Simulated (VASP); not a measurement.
Crystal: Tl.

```xyz
2
Lattice="3.3854 0.0000 0.0000 -1.6927 2.9319 0.0000 0.0000 0.0000 5.4122" Properties=species:S:1:pos:R:3 pbc="T T T"
Tl    1.6927    0.9773    4.0592
Tl    0.0000    1.9546    1.3531
```

Base run:

```yaml
Program: VASP 6.6.1
Functional: r2SCAN
Potentials_or_basis: VASP PAW PBE potentials, release 64 (Tl_d)
Cutoff: 520 eV
k_mesh: 9 × 9 × 5
Occupations: fermi-dirac, width 0.05 eV
Spin: no spin polarisation
```

Its results: band gap on the k mesh zero (bands 13 and 14 overlap by 4.11 eV); pressure 5.2 GPa.

Q: The run is repeated on the same cell with these changes: functional from r2SCAN to LDA; potentials or basis from VASP PAW PBE potentials, release 64 (Tl_d) to VASP PAW LDA potentials, release 64 (Tl_d). What comes out?

A: Band gap on the k mesh zero (bands 13 and 14 overlap by 3.98 eV); pressure 1.0 GPa.

Caveats: spin-orbit coupling is left out, which moves the levels of the heavy elements; the cell stands under pressure (at least some runs); the PAW data sets were made with another functional, which shifts forces and pressure a little (at least some runs).
